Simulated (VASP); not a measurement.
BN:

```xyz
2
Lattice="0.0175 1.7633 1.7633 1.7633 0.0175 1.7633 1.7633 1.7633 0.0175" Properties=species:S:1:pos:R:3 pbc="T T T"
B     0.0000    0.0000    0.0000
N     1.7720    1.7720    1.7720
```

This cell differs from its parent crystal: strain along [111] +1.5%.

Base run:

```yaml
Program: VASP 6.6.1
Functional: HSE06
Potentials_or_basis: VASP PAW PBE potentials, release 64 (B, N)
Cutoff: 520 eV
k_mesh: 8 × 8 × 8
Occupations: gaussian, width 0.01 eV
Spin: no spin polarisation
```

Its results: band gap on the k mesh 2.09 eV, indirect (least direct gap 6.99 eV); pressure -13.8 GPa.

Question: The run is repeated on the same cell with these changes: functional from HSE06 to r2SCAN; k mesh from 8 × 8 × 8 to 12 × 12 × 12. What comes out?

Answer: Band gap on the k mesh 1.12 eV, indirect (least direct gap 6.26 eV); pressure -5.3 GPa.

Several settings changed at once, so the effect can't be laid on one alone.

Caveats: the PAW data sets were made with another functional, which shifts forces and pressure a little.

A k mesh can miss the band edges.
